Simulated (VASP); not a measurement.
# Ti: single point with PBEsol

Ti:

```
Ti
1.0
     1.90625    1.90625    0.00000
    -1.90625    1.90625    0.00000
     0.00000    0.00000    4.45922
Ti
2
Cartesian
  0.0000 0.0000 0.0000
  0.0000 1.9062 2.2296
```

This cell differs from its parent crystal: biaxial strain in the a-b plane: -6.0 %, then relaxed in part.

```json
{"Program": "VASP 6.6.1", "Task": "single point", "Functional": "PBEsol", "Potentials or basis": "VASP PAW PBE potentials, release 64 (Ti_sv)", "Cutoff": "520 eV", "k mesh": "18 × 18 × 14", "Occupations": "gaussian, width 0.1 eV", "Spin": "no spin polarisation"}
```

* Pressure: 2.6 GPa
* Band gap on the k mesh: zero (bands 12 and 13 overlap by 1.05 eV)

Stress tensor (GPa, compression positive):
```
 4.07  0.00  0.00
 0.00  4.07  0.00
 0.00  0.00 -0.38
```

Levels at points of the mesh, in eV from the Fermi level:
| k point | band 9 | band 10 | band 11 | band 12 | band 13 | band 14 | band 15 | band 16 |
| --- | --- | --- | --- | --- | --- | --- | --- | --- |
| (0.00, 0.00, 0.00) | -6.17 | -2.79 | -1.66 | 0.10 | 1.45 | 1.58 | 1.58 | 1.77 |
| (0.50, 0.00, 0.00) | -1.69 | -1.69 | -0.85 | -0.85 | -0.02 | -0.02 | 2.10 | 2.10 |
| (0.50, 0.50, 0.00) | -2.76 | -2.76 | -1.79 | -1.79 | 3.63 | 3.63 | 3.74 | 3.74 |
| (0.00, 0.00, 0.50) | -4.15 | -4.15 | -0.86 | -0.86 | 0.46 | 0.46 | 2.69 | 2.69 |
| (0.50, 0.00, 0.50) | -2.67 | -2.67 | 0.20 | 0.20 | 0.98 | 0.98 | 1.57 | 1.57 |
| (0.50, 0.50, 0.50) | -2.04 | -2.04 | -0.17 | -0.17 | -0.17 | -0.17 | 2.20 | 2.20 |

It took 11 min on 1 thread of Intel Xeon 8259CL, on a shared host, peak memory 0.32 GiB.

Caveat: the cell differs from its parent crystal (biaxial strain in the a-b plane: -6.0 %, then relaxed in part); the PAW data sets were made with another functional, which shifts forces and pressure a little.
